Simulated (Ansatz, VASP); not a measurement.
**LiH: VASP beside Ansatz**

```
Li H
1.0
     0.00000    2.14512    2.14512
     2.14512    0.00000    2.14512
     2.14512    2.14512    0.00000
Li H
1 1
Cartesian
  0.0000 0.0000 0.0000
  1.0726 1.0726 1.0726
```

Alike in both runs: task single point; functional HSE06; k mesh 4 × 4 × 4; no spin polarisation.

|  | VASP | Ansatz |
| --- | --- | --- |
| version | VASP 6.6.1 | Ansatz 0.2.0 |
| potentials or method | VASP PAW PBE potentials, release 64 (Li_sv, H) | plane waves, PAW |
| plane-wave cutoff (eV) | 520 | 420 |
| occupations | gaussian, width 0.01 eV | fixed |
| valence electrons in the cell | 4 | 4 |

|  | VASP | Ansatz | Ansatz less VASP |
| --- | --- | --- | --- |
| gap on the k mesh at the Fermi level (eV) | 5.25 | 5.24 | -0.004 |

Ansatz's warnings: stress exchange threshold loose, stress scf threshold loose.

The k mesh is coarse, so the values compare programs but aren't converged. Noted on VASP's run: the cutoff is under 1.25 times that of the potentials, so the pressure is a little rough.
